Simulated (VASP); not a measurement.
# Sb (Fm-3m) in VASP: settings compared

Sb is run at these levels: PBE0, PBE, BLYP+D3(BJ), BLYP+D4; tasks: single point.

All numbers are computed with VASP 6.6.1; they aren't measurements. Logs are shortened: lines on timing, memory, paths and dates and some standing lists are left out, and cuts for length are marked.

### Step 1. The cell of the first run

The structure is cubic, space group Fm-3m (No. 225). Conventional cell: a = 4.742 Å, b = 4.742 Å, c = 4.742 Å, α = 90.00°, β = 90.00°, γ = 90.00°. Sb (site symmetry m-3m) has 12 Sb at 3.35 Å within 4.4 Å.

This isn't the form of Sb at room conditions, which is rhombohedral.

### Step 2. Single point, PBE0

File POSCAR:

```
Sb
1.0
    0.0000000000      2.3712425216      2.3712425216
    2.3712425216      0.0000000000      2.3712425216
    2.3712425216      2.3712425216      0.0000000000
Sb
1
Direct
    0.0000000000      0.0000000000      0.0000000000
```

File INCAR.step1:

```
SYSTEM = Sb
ALGO = Normal
EDIFF = 1E-5
ENCUT = 520
GGA = PE
ISIF = 2
ISMEAR = 1
LASPH = .TRUE.
LCHARG = .FALSE.
LREAL = .FALSE.
LWAVE = .TRUE.
NBANDS = 8
NELM = 80
PREC = Accurate
SIGMA = 0.05
```

File INCAR.step2:

```
SYSTEM = Sb
AEXX = 0.25
ALGO = Normal
EDIFF = 1E-6
ENCUT = 520
GGA = PE
ISIF = 2
ISMEAR = 1
ISTART = 1
LASPH = .TRUE.
LCHARG = .FALSE.
LHFCALC = .TRUE.
LREAL = .FALSE.
LWAVE = .FALSE.
NBANDS = 8
NELM = 80
PREC = Accurate
PRECFOCK = Normal
SIGMA = 0.05
```

File KPOINTS:

```
k-points
0
G
  5 5 5
  0 0 0
```

Potentials or basis: VASP PAW PBE potentials, release 64 (Sb).

Command:

```bash
$ cat potpaw_PBE.64/Sb/POTCAR > POTCAR
$ cp INCAR.step1 INCAR
$ mpirun -np 1 vasp_std > vasp.out
$ cp INCAR.step2 INCAR
$ mpirun -np 1 vasp_std > vasp.out
```

OUTCAR:

```text
SYSTEM = Sb
   AEXX = 0.25
   EDIFF = 1E-6
   ENCUT = 520
   GGA = PE
   ISIF = 2
   ISMEAR = 1
   ISTART = 1
   LASPH = .TRUE.
   LHFCALC = .TRUE.
   LREAL = .FALSE.
   NELM = 80
   PREC = Accurate
   PRECFOCK = Normal

 ion  position               nearest neighbor table
   1  0.000  0.000  0.000-

  LATTYP: Found a face centered cubic cell.
 ALAT       =     4.7424850432

  Lattice vectors:

 A1 = (   0.0000000000,   2.3712425216,   2.3712425216)
 A2 = (   2.3712425216,   0.0000000000,   2.3712425216)
 A3 = (   2.3712425216,   2.3712425216,   0.0000000000)

Analysis of symmetry for initial positions (statically):
=====================================================================
 Subroutine PRICEL returns:
 Original cell was already a primitive cell.

 Routine SETGRP: Setting up the symmetry group for a
 face centered cubic supercell.

 Subroutine GETGRP returns: Found 48 space group operations
 (whereof 48 operations were pure point group operations)
 out of a pool of 48 trial point group operations.

The static configuration has the point symmetry O_h .

Analysis of symmetry for dynamics (positions and initial velocities):
=====================================================================
 Subroutine PRICEL returns:
 Original cell was already a primitive cell.

 Routine SETGRP: Setting up the symmetry group for a
 face centered cubic supercell.

 Subroutine GETGRP returns: Found 48 space group operations
 (whereof 48 operations were pure point group operations)
 out of a pool of 48 trial point group operations.

The dynamic configuration has the point symmetry O_h .

 Subroutine INISYM returns: Found 48 space group operations
 (whereof 48 operations are pure point group operations),
 and found     1 'primitive' translations

----------------------------------------------------------------------------------------

                                     Primitive cell

  volume of cell :      26.6660

  direct lattice vectors                    reciprocal lattice vectors
     0.000000000  2.371242522  2.371242522    -0.210859916  0.210859916  0.210859916
     2.371242522  0.000000000  2.371242522     0.210859916 -0.210859916  0.210859916
     2.371242522  2.371242522  0.000000000     0.210859916  0.210859916 -0.210859916

  length of vectors
     3.353443334  3.353443334  3.353443334     0.365220089  0.365220089  0.365220089

  position of ions in fractional coordinates (direct lattice)
     0.000000000  0.000000000  0.000000000

  ion indices of the primitive-cell ions
   primitive index   ion index
                 1           1

----------------------------------------------------------------------------------------

 KPOINTS: k-points

Automatic generation of k-mesh.
 Grid dimensions read from file:
 generate k-points for:    5    5    5

 Generating k-lattice:

  Cartesian coordinates                     Fractional coordinates (reciprocal lattice)
    -0.042171983  0.042171983  0.042171983     0.200000000  0.000000000  0.000000000
     0.042171983 -0.042171983  0.042171983     0.000000000  0.200000000  0.000000000
     0.042171983  0.042171983 -0.042171983     0.000000000  0.000000000  0.200000000

  Length of vectors
     0.073044018  0.073044018  0.073044018

  Shift w.r.t. Gamma in fractional coordinates (k-lattice)
     0.000000000  0.000000000  0.000000000

 Subroutine IBZKPT returns following result:
 ===========================================

 Found     10 irreducible k-points:

 Following reciprocal coordinates:
            Coordinates               Weight
  0.000000  0.000000  0.000000      1.000000
  0.200000  0.000000  0.000000      8.000000
  0.400000  0.000000  0.000000      8.000000
  0.200000  0.200000  0.000000      6.000000
  0.400000  0.200000  0.000000     24.000000
 -0.400000  0.200000  0.000000     24.000000
 -0.200000  0.200000  0.000000     12.000000
  0.400000  0.400000  0.000000      6.000000
 -0.400000  0.400000  0.000000     12.000000
 -0.400000  0.400000  0.200000     24.000000
   k-points           NKPTS =     10   k-points in BZ     NKDIM =    125   number of bands    NBANDS=      8
   number of dos      NEDOS =    301   number of ions     NIONS =      1
   total plane-waves  NPLWV =  21952
   dimension x,y,z NGX =    28 NGY =   28 NGZ =   28
   dimension x,y,z NGXF=    56 NGYF=   56 NGZF=   56
   ions per type =               1
   NGX,Y,Z   is equivalent  to a cutoff of  13.88, 13.88, 13.88 a.u.
   NGXF,Y,Z  is equivalent  to a cutoff of  27.76, 27.76, 27.76 a.u.
 SYSTEM =  Sb
   PREC   = accura    normal or accurate (medium, high low for compatibility)
   ISTART =      1    job   : 0-new  1-cont  2-samecut
   ICHARG =      0    charge: 1-file 2-atom 10-const
   ISPIN  =      1    spin polarized calculation?
   LNONCOLLINEAR =      F non collinear calculations
   LSORBIT =      F    spin-orbit coupling
   LASPH  =      T    aspherical Exc in radial PAW
   ENCUT  =  520.0 eV  38.22 Ry    6.18 a.u.   6.24  6.24  6.24*2*pi/ulx,y,z
   NELM   =     80;   NELMIN=  2; NELMDL=  0     # of ELM steps
   EDIFF  = 0.1E-05   stopping-criterion for ELM
   LREAL  =      F    real-space projection
   EDIFFG = 0.1E-04   stopping-criterion for IOM
   NSW    =      0    number of steps for IOM
   IBRION =     -1    ionic relax: 0-MD 1-quasi-New 2-CG
   NFREE  =      0    steps in history (QN), initial steepest desc. (CG)
   ISIF   =      2    stress and relaxation
   ISYM   =      3    0-nonsym 1-usesym 2-fastsym
   POTIM  = 0.5000    time-step for ionic-motion
   TEBEG  =    0.0;   TEEND  =   0.0 temperature during run
   PSTRESS=    0.0 pullay stress
   NELECT =       5.0000    total number of electrons
   NUPDOWN=      -1.0000    fix difference up-down
   EMIN   =  10.00;   EMAX   =-10.00  energy-range for DOS
   EFERMI =   0.00;   METHOD = LEGACY
   ISMEAR =     1;   SIGMA  =   0.05  broadening in eV -4-tet -1-fermi 0-gaus
   EFERMI_NEDOS =   21; number of points for ismear=-14 and -15
   IALGO  =     38    algorithm
   IMIX   =      1    mixing-type and parameters
     AMIX     =   0.40;   BMIX     =  1.00
     AMIX_MAG =   1.60;   BMIX_MAG =  1.00
  volume/ion in A,a.u.               =      26.67       179.95
  Fermi-wavevector in a.u.,A,eV,Ry     =   0.937013  1.770697 11.945820  0.877993
  Thomas-Fermi vector in A             =   2.064081
   LORBIT       =      0    0 simple, 1 ext, 2 COOP (PROOUT), +10 PAW based schemes
   GGA     = PE    functional components
   LHFCALC =     T    Hartree Fock is set to
   PRECFOCK=normal    Normal, Fast or Accurate (Low or Medium for compatibility)
   ENCUT4O =  -1.0   cutoff for four orbital integrals eV
   NKREDX  =     1    reduce k-point grid by
   NKREDY  =     1    reduce k-point grid by
   NKREDZ  =     1    reduce k-point grid by
   AEXX    =    0.2500 exact exchange contribution
   HFSCREEN=    0.0000 screening length (either q_TF or 0.3 A-1)
   HFSCREENC=   0.0000 screening length for correlation (either q_TF or 0.3 A-1)
   ENCUTFOCK=  -1.0 apply spherical cutoff to Coloumb kernel
   IVDW    =     0    specifies the selected vdW correction
   LEPSILON=     F    determine dielectric tensor
   LRPA    =     F    only Hartree local field effects (RPA)
 non-spin polarized calculation
 Methfessel and Paxton  Order N= 1 SIGMA  =   0.05
  energy-cutoff  :      520.00
  volume of cell :       26.67
 maximum number of plane-waves:       728
 NGX is ok and might be reduce to    28
  NGX = 20; NGY = 20; NGZ = 20

 number of electron       5.0000000 magnetization

 Free energy of the ion-electron system (eV)
  ---------------------------------------------------
  ext. energy  EPLUGINS =         0.00000000
  ---------------------------------------------------
  free energy    TOTEN  =        -5.14184059 eV

  energy without entropy =       -5.13974117  energy(sigma->0) =       -5.14114078

 E-fermi :   8.1258     XC(G=0):  -8.1350

 val. band max:        8.1116138377   @ k =  -0.4000   0.4000   0.2000
 cond. band min:       8.8785857792   @ k =  -0.2000   0.2000   0.0000
 fundamental gap:      0.7669719415
 Fermi energy:         8.1257621191

 k-point     1 :       0.0000    0.0000    0.0000
  band No.  band energies     occupation
      1      -6.4238      2.00000
      2      15.0276      0.00000
      3      15.0276      0.00000
      4      15.0276      0.00000
      5      19.5523      0.00000
      6      19.5523      0.00000
      7      19.5523      0.00000
      8      20.0700      0.00000

 k-point     2 :       0.2000    0.0000    0.0000
  band No.  band energies     occupation
      1      -5.5474      2.00000
      2       9.6737      0.00000
      3      14.1303      0.00000
      4      14.1303      0.00000
      5      18.0247      0.00000
      6      20.3787      0.00000
      7      20.3787      0.00000
      8      22.1760      0.00000

 k-point     3 :       0.4000    0.0000    0.0000
  band No.  band energies     occupation
      1      -3.0819      2.00000
      2       2.8658      2.00000
      3      13.1887      0.00000
      4      13.1887      0.00000
      5      17.6884      0.00000
      6      18.8785      0.00000
      7      18.8785      0.00000
      8      19.7789      0.00000

 k-point     4 :       0.2000    0.2000    0.0000
  band No.  band energies     occupation
      1      -5.2530      2.00000
      2      11.3882      0.00000
      3      12.1433      0.00000
      4      12.1433      0.00000
      5      16.0227      0.00000
      6      17.5078      0.00000
      7      23.1686      0.00000
      8      23.1686      0.00000

 k-point     5 :       0.4000    0.2000    0.0000
  band No.  band energies     occupation
      1      -3.2688      2.00000
      2       5.2740      2.00000
      3      10.1558      0.00000
      4      11.1532      0.00000
      5      15.4583      0.00000
      6      18.9015      0.00000
      7      22.3078      0.00000
      8      22.8812      0.00000

 k-point     6 :      -0.4000    0.2000    0.0000
  band No.  band energies     occupation
      1      -1.5804      2.00000
      2       2.4215      2.00000
      3       7.7883      2.00000
      4      11.8469      0.00000
      5      15.8635      0.00000
      6      20.9086      0.00000
      7      21.2250      0.00000
      8      24.3963      0.00000

 k-point     7 :      -0.2000    0.2000    0.0000
  band No.  band energies     occupation
      1      -4.1116      2.00000
      2       6.9151      2.00000
      3       8.8786     -0.00000
      4      13.8609      0.00000
      5      17.9768      0.00000
      6      20.3338      0.00000
      7      20.6222      0.00000
      8      21.1431      0.00000

 k-point     8 :       0.4000    0.4000    0.0000
  band No.  band energies     occupation
      1      -1.8563      2.00000
      2       4.5362      2.00000
      3       9.6801      0.00000
      4       9.6801      0.00000
      5      13.7865      0.00000
      6      14.0753      0.00000
      7      26.4978      0.00000
      8      26.9857      0.00000

 k-point     9 :      -0.4000    0.4000    0.0000
  band No.  band energies     occupation
      1      -0.1670      2.00000
      2       3.0898      2.00000
      3       5.4324      2.00000
      4       9.9481      0.00000
      5      14.0698      0.00000
      6      18.0354      0.00000
      7      25.2908      0.00000
      8      25.7305      0.00000

 k-point    10 :      -0.4000    0.4000    0.2000
  band No.  band energies     occupation
      1      -1.0464      2.00000
      2       4.3042      2.00000
      3       5.7105      2.00000
      4       8.1116      1.45833
      5      18.0976      0.00000
      6      18.9411      0.00000
      7      20.6614      0.00000
      8      24.6259      0.00000

------------------------ aborting loop because EDIFF is reached ----------------------------------------

  FORCE on cell =-STRESS in cart. coord.  units (eV):
  Direction    XX          YY          ZZ          XY          YZ          ZX
  --------------------------------------------------------------------------------------
  -------------------------------------------------------------------------------------
  Total       -0.2453633     -0.2453633     -0.2453633      0.0000000      0.0000000     -0.0000000
  in kB      -14.7421976    -14.7421976    -14.7421976      0.0000000      0.0000000     -0.0000000
  external PRESSURE =     -14.7421976 kB  Pullay stress =       0.0000000 kB

 VOLUME and BASIS-vectors are now :
 -----------------------------------------------------------------------------
  energy-cutoff  :      520.00
  volume of cell :       26.67
      direct lattice vectors                 reciprocal lattice vectors
     0.000000000  2.371242522  2.371242522    -0.210859916  0.210859916  0.210859916
     2.371242522  0.000000000  2.371242522     0.210859916 -0.210859916  0.210859916
     2.371242522  2.371242522  0.000000000     0.210859916  0.210859916 -0.210859916

 POSITION                                       TOTAL-FORCE (eV/Angst)
 -----------------------------------------------------------------------------------
      0.00000      0.00000      0.00000         0.000000      0.000000      0.000000
 -----------------------------------------------------------------------------------
    total drift:                               -0.000000     -0.000000      0.000000

  FREE ENERGIE OF THE ION-ELECTRON SYSTEM (eV)
  ---------------------------------------------------
  free  energy   TOTEN  =        -5.1418405910 eV

  energy  without entropy=       -5.1397411682  energy(sigma->0) =       -5.14114078
```

Wall time 3.1 min (1 thread of Intel Xeon 8259CL, shared host); peak memory 0.16 GiB.

Results:

- Free energy: -5.1418 eV
- Pressure: -1.5 GPa
- Band gap on the k mesh: zero (an odd number of electrons rules out a gap without spin polarisation)

Caveat: the k points lie up to 0.46 Å⁻¹ apart, too coarse for converged energies and pressures of a metal; the PAW data sets were made with another functional, which shifts forces and pressure a little; spin-orbit coupling is left out, which moves the levels of the heavy elements.

### Step 3. Single point, PBE

File INCAR:

```
  ALGO = Normal
  EDIFF = 1E-6
  ENCUT = 520
  GGA = PE
  ISIF = 2
  ISMEAR = 0
  LASPH = True
  LCHARG = False
  LREAL = False
  LWAVE = False
  NBANDS = 8
  NELM = 60
  PREC = Accurate
  SIGMA = 0.028999999999999998
```

File KPOINTS:

```
k-points
0
Gamma
  10 10 10
```

POSCAR is that of step 2.

Potentials or basis: VASP PAW PBE potentials, release 64 (Sb).

Command:

```bash
$ cat potpaw_PBE.64/Sb/POTCAR > POTCAR
$ mpirun -np 1 vasp_std > vasp.out
```

OUTCAR:

```text
EDIFF = 1E-6
   ENCUT = 520
   GGA = PE
   ISIF = 2
   ISMEAR = 0
   LASPH = True
   LREAL = False
   NELM = 60
   PREC = Accurate

 ion  position               nearest neighbor table
   1  0.000  0.000  0.000-

  LATTYP: Found a face centered cubic cell.
 ALAT       =     4.7424850432

  Lattice vectors:

 A1 = (   0.0000000000,   2.3712425216,   2.3712425216)
 A2 = (   2.3712425216,   0.0000000000,   2.3712425216)
 A3 = (   2.3712425216,   2.3712425216,   0.0000000000)

[... 442 lines left out ...]
      8      24.2218      0.00000

 [... further k-points ...]

------------------------ aborting loop because EDIFF is reached ----------------------------------------

  FORCE on cell =-STRESS in cart. coord.  units (eV):
  Direction    XX          YY          ZZ          XY          YZ          ZX
  --------------------------------------------------------------------------------------
  -------------------------------------------------------------------------------------
  Total        0.3041799      0.3041799      0.3041799      0.0000000      0.0000000      0.0000000
  in kB       18.2760861     18.2760861     18.2760861      0.0000000      0.0000000      0.0000000
  external PRESSURE =      18.2760861 kB  Pullay stress =       0.0000000 kB

 VOLUME and BASIS-vectors are now :
 -----------------------------------------------------------------------------
  energy-cutoff  :      520.00
  volume of cell :       26.67
      direct lattice vectors                 reciprocal lattice vectors
     0.000000000  2.371242522  2.371242522    -0.210859916  0.210859916  0.210859916
     2.371242522  0.000000000  2.371242522     0.210859916 -0.210859916  0.210859916
     2.371242522  2.371242522  0.000000000     0.210859916  0.210859916 -0.210859916

 POSITION                                       TOTAL-FORCE (eV/Angst)
 -----------------------------------------------------------------------------------
      0.00000      0.00000      0.00000         0.000000     -0.000000     -0.000000
 -----------------------------------------------------------------------------------
    total drift:                                0.000000      0.000000      0.000000

  FREE ENERGIE OF THE ION-ELECTRON SYSTEM (eV)
  ---------------------------------------------------
  free  energy   TOTEN  =        -3.8159226168 eV

  energy  without entropy=       -3.8152268198  energy(sigma->0) =       -3.81557472
```

OSZICAR:

```text
N       E                     dE             d eps       ncg     rms          rms(c)
DAV:   1     0.451450446747E+01    0.45145E+01   -0.16702E+03   768   0.410E+02
DAV:   2    -0.371838277440E+01   -0.82329E+01   -0.78932E+01  1048   0.499E+01
DAV:   3    -0.382053794516E+01   -0.10216E+00   -0.10201E+00   888   0.600E+00
DAV:   4    -0.382083225953E+01   -0.29431E-03   -0.29431E-03  1104   0.412E-01
DAV:   5    -0.382083265121E+01   -0.39169E-06   -0.39181E-06   952   0.102E-02    0.172E+00
DAV:   6    -0.381760669475E+01    0.32260E-02   -0.18551E-03   936   0.227E-01    0.980E-01
DAV:   7    -0.381591151813E+01    0.16952E-02   -0.38242E-03   840   0.328E-01    0.490E-02
DAV:   8    -0.381592240802E+01   -0.10890E-04   -0.48545E-05  1088   0.546E-02    0.691E-03
DAV:   9    -0.381592261684E+01   -0.20882E-06   -0.65902E-07  1016   0.662E-03
   1 F= -.38159226E+01 E0= -.38155747E+01  d E =-.695797E-03
```

Wall time 6.5 s (1 thread of Intel Xeon Platinum 8488C (Sapphire Rapids), shared host); peak memory 0.15 GiB.

Results:

```
Free energy            : -3.8159 eV
Pressure               : 1.8 GPa
Band gap on the k mesh : zero (an odd number of electrons rules out a gap without spin polarisation)
```

Caveat: spin-orbit coupling is left out, which moves the levels of the heavy elements.

### Step 4. Single point, PBE

File INCAR:

```
  PREC = Accurate
  ENCUT = 520
  EDIFF = 1E-7
  ISMEAR = 0
  SIGMA = 0.03
  LREAL = F
  LASPH = T
  NELM = 80
  ALGO = Normal
  ISIF = 2
  LWAVE = F
  LCHARG = F
  GGA = PE
  NBANDS = 8
```

File KPOINTS:

```
regular mesh
0
Gamma
  10 10 10
```

POSCAR is that of step 3.

Command:

```bash
$ cat potpaw_PBE.64/Sb/POTCAR > POTCAR
$ mpirun -np 1 vasp_std > vasp.out
```

Wall time 8.8 s (1 thread of Intel Xeon Platinum 8488C (Sapphire Rapids), shared host); peak memory 0.15 GiB.

It converged, with:

* Free energy: -3.8159 eV
* Pressure: 1.8 GPa
* Band gap on the k mesh: zero (an odd number of electrons rules out a gap without spin polarisation)

Levels at points of the mesh, in eV from the Fermi level:
| k point | band 1 | band 2 | band 3 | band 4 | band 5 |
| --- | --- | --- | --- | --- | --- |
| (0.00, 0.00, 0.00) | -12.95 | 5.45 | 5.45 | 5.45 | 10.04 |
| (0.50, 0.00, 0.00) | -9.14 | -5.82 | 3.73 | 3.73 | 8.29 |
| (0.50, 0.50, 0.00) | -7.49 | -4.92 | 0.44 | 0.44 | 4.21 |

Caveat: spin-orbit coupling is left out, which moves the levels of the heavy elements.

(Part 1 of 2 ends here.)
